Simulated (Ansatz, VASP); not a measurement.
**Two plane-wave programs on Pt**

File INCAR:

```
SYSTEM = Pt
ALGO = Fast
EDIFF = 1E-7
ENCUT = 520
GGA = PS
ISIF = 2
ISMEAR = 0
LASPH = .TRUE.
LCHARG = .TRUE.
LELF = .TRUE.
LREAL = .FALSE.
LVHAR = .TRUE.
LWAVE = .FALSE.
NBANDS = 11
NELM = 100
PREC = Accurate
SIGMA = 0.15
```

KPOINTS

```
k-points
0
G
  26 26 26
  0 0 0
```

The input POSCAR:

```
Pt
1.0
   -1.5838776602      1.5838776602      1.5370635422
    1.5838776602     -1.5838776602      1.5370635422
    1.5838776602      1.5838776602     -1.5370635422
Pt
1
Direct
    0.0000000000      0.0000000000      0.0000000000
```

Input for Ansatz:

```yaml
crystal:
  lattice:
    - [-1.5838776602, 1.5838776602, 1.5370635422]
    - [1.5838776602, -1.5838776602, 1.5370635422]
    - [1.5838776602, 1.5838776602, -1.5370635422]
  atoms:
    - { symbol: Pt, position: [0.0, 0.0, 0.0] }
basis:
  ecutwfc: 420
kpoints:
  mp_grid: { grid: [26, 26, 26] }
hamiltonian:
  xc: pbesol
scf:
  occupations: { method: gaussian, width: 0.15 }
output:
  forces: true
  stress: true
  eigenvalues: true
```

Change from the starting cell: strain +0.015 along x and y, -0.015 along z, atoms carried along.

Alike in both runs: task single point; functional PBEsol; k mesh 26 × 26 × 26; occupations gaussian, width 0.15 eV; no spin polarisation.

|  | VASP | Ansatz |
| --- | --- | --- |
| version | VASP 6.6.1 | Ansatz 0.2.0 |
| potentials or method | VASP PAW PBE potentials, release 64 (Pt), cutoff 520 eV | scalar-relativistic, plane waves, PAW |
| valence electrons in the cell | 10 | 18 |

```csv
,VASP,Ansatz,Ansatz less VASP
gap on the k mesh at the Fermi level (eV),none,none,-
pressure (GPa),-4.2,-3.8,+0.35
"traceless stress, the component that is largest in VASP (GPa)",-2.05,-2.05,0.000
```

VASP's potentials were made for PBE, not for PBEsol. A gap of «none» marks a metal or a gap that the smearing closes. With one functional, cell and mesh, what is left measures potentials, basis and numerics. VASP's potentials hold 10 valence electrons a cell and Ansatz's 18, so a difference there can come from the potentials and not from the codes.

Neither program's run includes spin-orbit coupling.
